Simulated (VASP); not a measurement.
A run of VASP 6.6.1:

POSCAR

```
BN
1.0
    2.5439500013      0.0000000000      0.0000000000
   -1.2719750007      2.2031253271      0.0000000000
    0.0000000000      0.0000000000      4.2078153363
B N
2 2
Direct
    0.3333333333      0.6666666667      0.0002034648
    0.6666666667      0.3333333333      0.5002034648
    0.3333333333      0.6666666667      0.3747965352
    0.6666666667      0.3333333333      0.8747965352
```

The input INCAR.step1:

```
SYSTEM = BN
ALGO = Normal ; EDIFF = 1E-5
ENCUT = 520 ; GGA = PE
ISIF = 2 ; ISMEAR = 0
LASPH = .TRUE. ; LCHARG = .FALSE.
LREAL = .FALSE. ; LWAVE = .TRUE.
NBANDS = 16 ; NELM = 60
PREC = Accurate ; SIGMA = 0.01
```

File INCAR.step2:

```
SYSTEM = BN
AEXX = 0.1 ; ALGO = Normal
EDIFF = 1E-7 ; ENCUT = 520
GGA = PE ; HFSCREEN = 0.3
ISIF = 2 ; ISMEAR = 0
ISTART = 1 ; LASPH = .TRUE.
LCHARG = .FALSE. ; LHFCALC = .TRUE.
LREAL = .FALSE. ; LWAVE = .FALSE.
NBANDS = 16 ; NELM = 60
PREC = Accurate ; PRECFOCK = Normal
SIGMA = 0.01
```

Contents of KPOINTS:

```
k-points
0
G
  6 6 4
  0 0 0
```

Potentials or basis: VASP PAW PBE potentials, release 64 (B, N).

The run is started by

```bash
$ cat potpaw_PBE.64/B/POTCAR potpaw_PBE.64/N/POTCAR > POTCAR
$ cp INCAR.step1 INCAR
$ mpirun -np 1 vasp_std > vasp.out
$ cp INCAR.step2 INCAR
$ mpirun -np 1 vasp_std > vasp.out
```

Hardware: 1 thread of Oxide Virtual Turin-like Processor, on a shared host.

Problem. Estimate the wall time of this run.

Solution. It took 19 min on 1 thread of Oxide Virtual Turin-like Processor, with other jobs on the host, peak memory 0.21 GiB. Counts: k points 21.
